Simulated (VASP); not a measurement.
# Bi2Te3 in VASP: a series of runs, part 2 of 2

VASP 6.6.1. The steps go on from the part before.

### 3 Single point, PBEsol

Contents of INCAR:

```
PREC = Accurate
ENCUT = 520
EDIFF = 1E-7
ISMEAR = 0
SIGMA = 0.1
LREAL = False
LASPH = True
NELM = 80
ALGO = Normal
ISIF = 2
LWAVE = False
LCHARG = False
LDIPOL = True
IDIPOL = 3
DIPOL = 0.5 0.5 0.500
GGA = PS
NBANDS = 59
```

Contents of KPOINTS:

```
regular mesh
0
Gamma
  9 9 1
```

Contents of POSCAR:

```
Bi2Te3
1.0
    4.4838309880      0.0000000000      0.0000000000
   -2.2419154940      3.8831115419      0.0000000000
    0.0000000000      0.0000000000     31.6614236096
Te Bi
6 4
Direct
    0.3333333333      0.6666666667      0.2376299882
    0.6666666667      0.3333333333      0.2909964590
    0.6666666667      0.3333333333      0.4664235710
    0.0000000000      0.0000000000      0.5332525610
    0.3333333333      0.6666666667      0.5887845256
    0.3333333333      0.6666666667      0.7644029049
    0.0000000000      0.0000000000      0.3464830781
    0.3333333333      0.6666666667      0.4114636254
    0.6666666667      0.3333333333      0.6451191878
    0.0000000000      0.0000000000      0.7119662194
```

Potentials or basis: VASP PAW PBE potentials, release 64 (Te, Bi_d).

Command:

```console
> cat potpaw_PBE.64/Te/POTCAR potpaw_PBE.64/Bi_d/POTCAR > POTCAR
> mpirun -np 1 vasp_std > vasp.out
```

OUTCAR:

```text
PREC = Accurate
   ENCUT = 520
   EDIFF = 1E-7
   ISMEAR = 0
   LREAL = False
   LASPH = True
   NELM = 80
   ISIF = 2
   GGA = PS

 ion  position               nearest neighbor table
   1  0.333  0.667  0.238-   2 3.09   2 3.09   2 3.09
   2  0.667  0.333  0.291-   1 3.09   1 3.09   1 3.09   7 3.13   7 3.13   7 3.13
   3  0.667  0.333  0.466-   8 3.12   8 3.12   8 3.12   4 3.34   4 3.34   4 3.34
   4  0.000  0.000  0.533-   5 3.13   5 3.13   5 3.13   3 3.34   3 3.34   3 3.34
   5  0.333  0.667  0.589-   4 3.13   4 3.13   4 3.13   9 3.14   9 3.14   9 3.14
   6  0.333  0.667  0.764-  10 3.08  10 3.08  10 3.08
   7  0.000  0.000  0.346-   2 3.13   2 3.13   2 3.13   8 3.31   8 3.31   8 3.31
   8  0.333  0.667  0.411-   3 3.12   3 3.12   3 3.12   7 3.31   7 3.31   7 3.31
   9  0.667  0.333  0.645-   5 3.14   5 3.14   5 3.14  10 3.34  10 3.34  10 3.34
  10  0.000  0.000  0.712-   6 3.08   6 3.08   6 3.08   9 3.34   9 3.34   9 3.34

  LATTYP: Found a hexagonal cell.
 ALAT       =     4.4838309880
 C/A-ratio  =     7.0612437655

  Lattice vectors:

 A1 = (   4.4838309880,   0.0000000000,   0.0000000000)
 A2 = (  -2.2419154940,   3.8831115419,   0.0000000000)
[... 934 lines left out ...]

------------------------ aborting loop because EDIFF is reached ----------------------------------------

 vacuum level on the upper side and lower side of the slab       (xc-potential included)        -0.180         0.164

  FORCE on cell =-STRESS in cart. coord.  units (eV):
  Direction    XX          YY          ZZ          XY          YZ          ZX
  --------------------------------------------------------------------------------------
  -------------------------------------------------------------------------------------
  Total       -3.3117284     -3.3117284      0.2118661     -0.0000000     -0.0000000      0.0000000
  in kB       -9.6251114     -9.6251114      0.6157616     -0.0000000     -0.0000000      0.0000000
  external PRESSURE =      -6.2114870 kB  Pullay stress =       0.0000000 kB

 VOLUME and BASIS-vectors are now :
 -----------------------------------------------------------------------------
  energy-cutoff  :      520.00
  volume of cell :      551.26
      direct lattice vectors                 reciprocal lattice vectors
     4.483830988  0.000000000  0.000000000     0.223023571  0.128762719  0.000000000
    -2.241915494  3.883111542  0.000000000     0.000000000  0.257525438  0.000000000
     0.000000000  0.000000000 31.661423610     0.000000000  0.000000000  0.031584177

 POSITION                                       TOTAL-FORCE (eV/Angst)
 -----------------------------------------------------------------------------------
     -0.00000      2.58874      7.52370         0.000000     -0.000000     -0.013285
      2.24192      1.29437      9.21336        -0.000000     -0.000000      0.009909
      2.24192      1.29437     14.76763         0.000000     -0.000000      0.008588
      0.00000      0.00000     16.88354        -0.000000     -0.000000     -0.001377
     -0.00000      2.58874     18.64176         0.000000     -0.000000     -0.003832
     -0.00000      2.58874     24.20208        -0.000000      0.000000      0.002102
      0.00000      0.00000     10.97015         0.000000     -0.000000     -0.005115
     -0.00000      2.58874     13.02752        -0.000000     -0.000000      0.002577
      2.24192      1.29437     20.42539        -0.000000      0.000000     -0.001844
      0.00000      0.00000     22.54186         0.000000     -0.000000      0.002277
 -----------------------------------------------------------------------------------
    total drift:                                0.000000     -0.000000      0.000939

  FREE ENERGIE OF THE ION-ELECTRON SYSTEM (eV)
  ---------------------------------------------------
  free  energy   TOTEN  =       -37.6343369771 eV

  energy  without entropy=      -37.6206639643  energy(sigma->0) =      -37.62750047

 vacuum level on the upper side and lower side of the slab         6.491         6.959
```

OSZICAR:

```text
N       E                     dE             d eps       ncg     rms          rms(c)
DAV:   1     0.875711836372E+03    0.87571E+03   -0.42226E+04  1672   0.143E+03
DAV:   2     0.546899362772E+02   -0.82102E+03   -0.79765E+03  1628   0.346E+02
[... 12 lines left out ...]
DAV:  73    -0.376343350105E+02   -0.93670E-06   -0.79665E-07  1592   0.422E-03    0.147E-01
DAV:  74    -0.376343345753E+02    0.43522E-06   -0.42862E-07  1429   0.261E-03    0.145E-01
DAV:  75    -0.376343350486E+02   -0.47328E-06   -0.31675E-07  1400   0.274E-03    0.143E-01
DAV:  76    -0.376343382426E+02   -0.31940E-05   -0.15035E-06  1501   0.657E-03    0.152E-01
DAV:  77    -0.376343375239E+02    0.71876E-06   -0.76956E-07  1445   0.359E-03    0.154E-01
DAV:  78    -0.376343369425E+02    0.58141E-06   -0.22971E-07  1082   0.221E-03    0.155E-01
DAV:  79    -0.376343369771E+02   -0.34654E-07   -0.27205E-07  1340   0.216E-03
   1 F= -.37634337E+02 E0= -.37627500E+02  d E =-.136730E-01
```

stdout:

```text
POSCAR found type information on POSCAR TeBi
 POSCAR found :  2 types and      10 ions
 scaLAPACK will be used
 -----------------------------------------------------------------------------
|                                                                             |
|                                                                             |
|     You enforced a specific xc type in the INCAR file but a different       |
|     I HOPE YOU KNOW WHAT YOU ARE DOING!                                     |
|                                                                             |
 -----------------------------------------------------------------------------

 LDA part: xc-table for (Slater+PW92), standard interpolation
 POSCAR, INCAR and KPOINTS ok, starting setup
 FFT: planning ... GRIDC
 FFT: planning ... GRID_SOFT
 FFT: planning ... GRID
 WAVECAR not read
 entering main loop
```

Wall time 40 min (1 thread of Intel Xeon Platinum 8259CL at 2.50GHz (Skylake/Cascade Lake), shared host); peak memory 0.85 GiB.

What came out:

| Quantity | Value |
| --- | --- |
| Free energy | -37.6343 eV |
| Largest force | 0.013 eV/Å |
| Band gap on the k mesh | zero (bands 48 and 49 overlap by 0.25 eV) |

Forces on the atoms (eV/Å):
```
Te   0.000  0.000 -0.013
Te   0.000  0.000  0.010
Te   0.000  0.000  0.009
Te   0.000  0.000 -0.001
Te   0.000  0.000 -0.004
Te   0.000  0.000  0.002
Bi   0.000  0.000 -0.005
Bi   0.000  0.000  0.003
Bi   0.000  0.000 -0.002
Bi   0.000  0.000  0.002
```

Levels at points of the mesh, in eV from the Fermi level:
| k point | band 46 | band 47 | band 48 | band 49 | band 50 | band 51 |
| --- | --- | --- | --- | --- | --- | --- |
| (0.00, 0.00, 0.00) | -0.75 | -0.49 | -0.49 | -0.33 | 0.33 | 0.33 |

Caveat: the PAW data sets were made with another functional, which shifts forces and pressure a little; spin-orbit coupling is left out, which moves the levels of the heavy elements.
